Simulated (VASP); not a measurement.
# Zn (I4/mmm) in VASP: single point with r2SCAN

Aim: the single point of Zn with r2SCAN.

Program: VASP 6.6.1. These are calculated values, not measurements. Logs are shortened: lines on timing, memory, paths and dates and some standing lists are left out, and cuts for length are marked.

## (1) The cell of the first run

Symmetry: I4/mmm, No. 139, tetragonal system. The conventional cell has a = 3.380 Å, b = 3.380 Å, c = 2.575 Å, α = 90.00°, β = 90.00°, γ = 90.00°. Within 3.4 Å of Zn (site symmetry 4/mmm) lie 14 Zn at 2.57 to 3.38 Å.

## (2) Single point, r2SCAN

POSCAR

```
Zn
1.0
    0.0000000000      3.3797335028     -2.5746744352
   -3.3797335028      0.0000000000      2.5746744352
    3.3797335028      0.0000000000      2.5746744352
Zn
4
Direct
    0.0000000000      0.0000000000      0.0000000000
    0.5000000000      0.7500000000      0.2500000000
    0.0000000000      0.5000000000      0.5000000000
    0.5000000000      0.2500000000      0.7500000000
```

INCAR.step1

```
SYSTEM = Zn
  PREC = Accurate
  ENCUT = 520
  ISMEAR = 0
  SIGMA = 0.1
  LREAL = .FALSE.
  LASPH = .TRUE.
  NELM = 100
  NBANDS = 32
  GGA = PE
  ALGO = Normal
  EDIFF = 1E-4
  LWAVE = .TRUE.
  LCHARG = .FALSE.
```

INCAR.step2

```
SYSTEM = Zn
  PREC = Accurate
  ENCUT = 520
  EDIFF = 1E-6
  ISMEAR = 0
  SIGMA = 0.1
  LREAL = .FALSE.
  LASPH = .TRUE.
  NELM = 100
  ALGO = Normal
  ISIF = 2
  LWAVE = .FALSE.
  LCHARG = .TRUE.
  METAGGA = R2SCAN
  LMIXTAU = .TRUE.
  LELF = .TRUE.
  LVHAR = .TRUE.
  NBANDS = 32
  ISTART = 1
```

KPOINTS

```
Automatic mesh
0
G
  14 14 14
  0 0 0
```

Potentials or basis: VASP PAW PBE potentials, release 64 (Zn).

Command:

```console
> cat potpaw_PBE.64/Zn/POTCAR > POTCAR
> cp INCAR.step1 INCAR
> mpirun -np 1 vasp_std > vasp.out
> cp INCAR.step2 INCAR
> mpirun -np 1 vasp_std > vasp.out
```

OUTCAR:

```text
SYSTEM = Zn
   PREC = Accurate
   ENCUT = 520
   EDIFF = 1E-6
   ISMEAR = 0
   LREAL = .FALSE.
   LASPH = .TRUE.
   NELM = 100
   ISIF = 2
   METAGGA = R2SCAN
   ISTART = 1

 ion  position               nearest neighbor table
   1  0.000  0.000  0.000-   3 2.57   3 2.57   2 2.71   2 2.71   4 2.71   4 2.71   2 2.71   4 2.71
                             2 2.71   4 2.71
   2  0.500  0.750  0.250-   4 2.57   4 2.57   3 2.71   3 2.71   1 2.71   1 2.71   3 2.71   1 2.71
                             1 2.71   3 2.71
   3  0.000  0.500  0.500-   1 2.57   1 2.57   4 2.71   4 2.71   2 2.71   2 2.71   4 2.71   2 2.71
                             2 2.71   4 2.71
   4  0.500  0.250  0.750-   2 2.57   2 2.57   1 2.71   1 2.71   3 2.71   3 2.71   1 2.71   3 2.71
                             1 2.71   3 2.71

  LATTYP: Found a body centered tetragonal cell.
 ALAT       =     4.7796649569
 C/A-ratio  =     1.0773451522

  Lattice vectors:

 A1 = (   3.3797335028,   0.0000000000,  -2.5746744352)
 A2 = (  -3.3797335028,   0.0000000000,  -2.5746744352)
 A3 = (   0.0000000000,   3.3797335028,   2.5746744352)

Analysis of symmetry for initial positions (statically):
=====================================================================
 Subroutine PRICEL returns following result:

  LATTYP: Found a body centered tetragonal cell.
 ALAT       =     3.3797335028
 C/A-ratio  =     0.7617980628

  Lattice vectors:

 A1 = (   1.6898667514,  -1.6898667514,  -1.2873372176)
 A2 = (  -1.6898667514,   1.6898667514,  -1.2873372176)
 A3 = (   1.6898667514,   1.6898667514,   1.2873372176)

   4 primitive cells build up your supercell.

 Routine SETGRP: Setting up the symmetry group for a
 body centered tetragonal supercell.

 Subroutine GETGRP returns: Found 16 space group operations
 (whereof 16 operations were pure point group operations)
 out of a pool of 16 trial point group operations.

The static configuration has the point symmetry D_4h.

Analysis of symmetry for dynamics (positions and initial velocities):
=====================================================================
 Subroutine PRICEL returns following result:

  LATTYP: Found a body centered tetragonal cell.
 ALAT       =     3.3797335028
 C/A-ratio  =     0.7617980628

  Lattice vectors:

 A1 = (   1.6898667514,  -1.6898667514,  -1.2873372176)
 A2 = (  -1.6898667514,   1.6898667514,  -1.2873372176)
 A3 = (   1.6898667514,   1.6898667514,   1.2873372176)

   4 primitive cells build up your supercell.

 Routine SETGRP: Setting up the symmetry group for a
 body centered tetragonal supercell.

 Subroutine GETGRP returns: Found 16 space group operations
 (whereof 16 operations were pure point group operations)
 out of a pool of 16 trial point group operations.

The dynamic configuration has the point symmetry D_4h.

 Subroutine INISYM returns: Found 16 space group operations
 (whereof 16 operations are pure point group operations),
 and found     4 'primitive' translations

----------------------------------------------------------------------------------------

                                     Primitive cell

  volume of cell :      14.7047

  direct lattice vectors                    reciprocal lattice vectors
     1.689866751 -1.689866751 -1.287337218     0.295881317  0.000000000 -0.388398621
    -1.689866751  1.689866751 -1.287337218     0.000000000  0.295881317 -0.388398621
     1.689866751  1.689866751  1.287337218     0.295881317  0.295881317  0.000000000

  length of vectors
     2.714504814  2.714504814  2.714504814     0.488261449  0.488261449  0.418439371

  position of ions in fractional coordinates (direct lattice)
     0.000000000  0.000000000  0.000000000

  ion indices of the primitive-cell ions
   primitive index   ion index
                 1           1

----------------------------------------------------------------------------------------

 KPOINTS: Automatic mesh

Automatic generation of k-mesh.
 Grid dimensions read from file:
 generate k-points for:   14   14   14

 Generating k-lattice:

  Cartesian coordinates                     Fractional coordinates (reciprocal lattice)
     0.000000000  0.021134380  0.000000000     0.071428571  0.000000000  0.000000000
    -0.010567190  0.010567190  0.013871379     0.000000000  0.071428571  0.000000000
     0.010567190  0.010567190  0.013871379     0.000000000  0.000000000  0.071428571

  Length of vectors
     0.021134380  0.020389855  0.020389855

  Shift w.r.t. Gamma in fractional coordinates (k-lattice)
     0.000000000  0.000000000  0.000000000

 Subroutine IBZKPT returns following result:
 ===========================================

 Found    244 irreducible k-points:

 Following reciprocal coordinates:
            Coordinates               Weight
  0.000000  0.000000  0.000000      1.000000
  0.071429  0.000000  0.000000      4.000000
  0.142857  0.000000  0.000000      4.000000
  0.214286  0.000000  0.000000      4.000000
  0.285714  0.000000  0.000000      4.000000
  0.357143  0.000000  0.000000      4.000000
[... 16 lines left out ...]
 -0.071429  0.142857 -0.000000      8.000000
  0.000000  0.214286  0.000000      8.000000
 [... further k-points ...]
   k-points           NKPTS =    244   k-points in BZ     NKDIM =    244   number of bands    NBANDS=     32
   number of dos      NEDOS =    301   number of ions     NIONS =      4
   total plane-waves  NPLWV =  32768
   dimension x,y,z NGX =    32 NGY =   32 NGZ =   32
   dimension x,y,z NGXF=    64 NGYF=   64 NGZF=   64
   ions per type =               4
   NGX,Y,Z   is equivalent  to a cutoff of  12.52, 12.52, 12.52 a.u.
   NGXF,Y,Z  is equivalent  to a cutoff of  25.04, 25.04, 25.04 a.u.
 SYSTEM =  Zn
   PREC   = accura    normal or accurate (medium, high low for compatibility)
   ISTART =      1    job   : 0-new  1-cont  2-samecut
   ICHARG =      0    charge: 1-file 2-atom 10-const
   ISPIN  =      1    spin polarized calculation?
   LNONCOLLINEAR =      F non collinear calculations
   LSORBIT =      F    spin-orbit coupling
   LASPH  =      T    aspherical Exc in radial PAW
   ENCUT  =  520.0 eV  38.22 Ry    6.18 a.u.   7.90  7.90  7.90*2*pi/ulx,y,z
   NELM   =    100;   NELMIN=  2; NELMDL=  0     # of ELM steps
   EDIFF  = 0.1E-05   stopping-criterion for ELM
   LREAL  =      F    real-space projection
   EDIFFG = 0.1E-04   stopping-criterion for IOM
   NSW    =      0    number of steps for IOM
   IBRION =     -1    ionic relax: 0-MD 1-quasi-New 2-CG
   NFREE  =      0    steps in history (QN), initial steepest desc. (CG)
   ISIF   =      2    stress and relaxation
   ISYM   =      2    0-nonsym 1-usesym 2-fastsym
   POTIM  = 0.5000    time-step for ionic-motion
   TEBEG  =    0.0;   TEEND  =   0.0 temperature during run
   PSTRESS=    0.0 pullay stress
   NELECT =      48.0000    total number of electrons
   NUPDOWN=      -1.0000    fix difference up-down
   EMIN   =  10.00;   EMAX   =-10.00  energy-range for DOS
   EFERMI =   0.00;   METHOD = LEGACY
   ISMEAR =     0;   SIGMA  =   0.10  broadening in eV -4-tet -1-fermi 0-gaus
   EFERMI_NEDOS =   21; number of points for ismear=-14 and -15
   IALGO  =     38    algorithm
   IMIX   =      4    mixing-type and parameters
     AMIX     =   0.40;   BMIX     =  1.00
     AMIX_MAG =   1.60;   BMIX_MAG =  1.00
  volume/ion in A,a.u.               =      14.70        99.23
  Fermi-wavevector in a.u.,A,eV,Ry     =   1.529852  2.891002 31.843729  2.340448
  Thomas-Fermi vector in A             =   2.637416
   LORBIT       =      0    0 simple, 1 ext, 2 COOP (PROOUT), +10 PAW based schemes
   METAGGA = R2SCAN    functional components
   LHFCALC =     F    Hartree Fock is set to
   AEXX    =    0.0000 exact exchange contribution
   IVDW    =     0    specifies the selected vdW correction
   LEPSILON=     F    determine dielectric tensor
   LRPA    =     F    only Hartree local field effects (RPA)
 non-spin polarized calculation
 Gauss-broadening in eV      SIGMA  =   0.10
  energy-cutoff  :      520.00
  volume of cell :       58.82
 maximum number of plane-waves:      1604
   NGX = 15   NGY = 15   NGZ = 15

 number of electron      48.0000031 magnetization

 Free energy of the ion-electron system (eV)
  ---------------------------------------------------
  ext. energy  EPLUGINS =         0.00000000
  ---------------------------------------------------
  free energy    TOTEN  =       -35.47275873 eV

  energy without entropy =      -35.46696762  energy(sigma->0) =      -35.46986318

 E-fermi :   3.1254     XC(G=0): -12.8192

 val. band max:        3.1164519122   @ k =   0.4286  -0.2857   0.2143
 cond. band min:       3.1405069004   @ k =  -0.4286   0.4286   0.2857
 fundamental gap:      0.0240549882
 Fermi energy:         3.1253514499

 k-point     1 :       0.0000    0.0000    0.0000
  band No.  band energies     occupation
      1      -7.9151      2.00000
      2      -5.7244      2.00000
      3      -5.5722      2.00000
      4      -5.2539      2.00000
      5      -5.2113      2.00000
      6      -5.2113      2.00000
[... 24 lines left out ...]
     31       6.7312      0.00000
     32       8.2048      0.00000

 k-point     2 :       0.0714    0.0000    0.0000
  band No.  band energies     occupation
      1      -7.8437      2.00000
      2      -5.7160      2.00000
      3      -5.5549      2.00000
      4      -5.2464      2.00000
      5      -5.2427      2.00000
      6      -5.2427      2.00000
[... 24 lines left out ...]
     31       7.5878      0.00000
     32       8.6932      0.00000
[... 733 lines left out ...]
     31       9.2673      0.00000
     32       9.2673      0.00000

 k-point    24 :       0.0000    0.2143    0.0000
  band No.  band energies     occupation
      1      -7.3127      2.00000
      2      -5.5773      2.00000
      3      -5.4479      2.00000
      4      -5.3253      2.00000
      5      -5.2948      2.00000
      6      -5.1967      2.00000
[... 24 lines left out ...]
     31      10.5735      0.00000
     32      12.1491      0.00000

 [... further k-points ...]

------------------------ aborting loop because EDIFF is reached ----------------------------------------

  FORCE on cell =-STRESS in cart. coord.  units (eV):
  Direction    XX          YY          ZZ          XY          YZ          ZX
  --------------------------------------------------------------------------------------
  -------------------------------------------------------------------------------------
  Total        0.1521262      0.1521262      0.3703421      0.0000000     -0.0000000     -0.0000000
  in kB        4.1437864      4.1437864     10.0877989      0.0000000     -0.0000000     -0.0000000
  external PRESSURE =       6.1251239 kB  Pullay stress =       0.0000000 kB

 VOLUME and BASIS-vectors are now :
 -----------------------------------------------------------------------------
  energy-cutoff  :      520.00
  volume of cell :       58.82
      direct lattice vectors                 reciprocal lattice vectors
     0.000000000  3.379733503 -2.574674435     0.000000000  0.295881317  0.000000000
    -3.379733503  0.000000000  2.574674435    -0.147940659  0.147940659  0.194199310
     3.379733503  0.000000000  2.574674435     0.147940659  0.147940659  0.194199310

 POSITION                                       TOTAL-FORCE (eV/Angst)
 -----------------------------------------------------------------------------------
      0.00000      0.00000      0.00000         0.000000      0.000000     -0.000000
     -1.68987      1.68987      1.28734        -0.000000      0.000000      0.000000
      0.00000      0.00000      2.57467         0.000000     -0.000000      0.000000
      1.68987      1.68987      1.28734         0.000000     -0.000000     -0.000000
 -----------------------------------------------------------------------------------
    total drift:                               -0.000000      0.000000      0.000000

  FREE ENERGIE OF THE ION-ELECTRON SYSTEM (eV)
  ---------------------------------------------------
  free  energy   TOTEN  =       -35.4727587281 eV

  energy  without entropy=      -35.4669676235  energy(sigma->0) =      -35.46986318
```

It took 6.1 min on 1 thread of Intel Xeon 6975P-C (Granite Rapids), shared host; peak memory 0.42 GiB.

Results:

```
Free energy            : -35.4728 eV
Pressure               : 0.6 GPa
Band gap on the k mesh : zero (bands 24 and 25 overlap by 4.53 eV)
```

Stress tensor (GPa, compression positive):
```
0.41 0.00 0.00
0.00 0.41 0.00
0.00 0.00 1.01
```

Caveat: the PAW data sets were made with another functional, which shifts forces and pressure a little.

The gap in the log of VASP goes by the Fermi energy; the results here count the filled bands.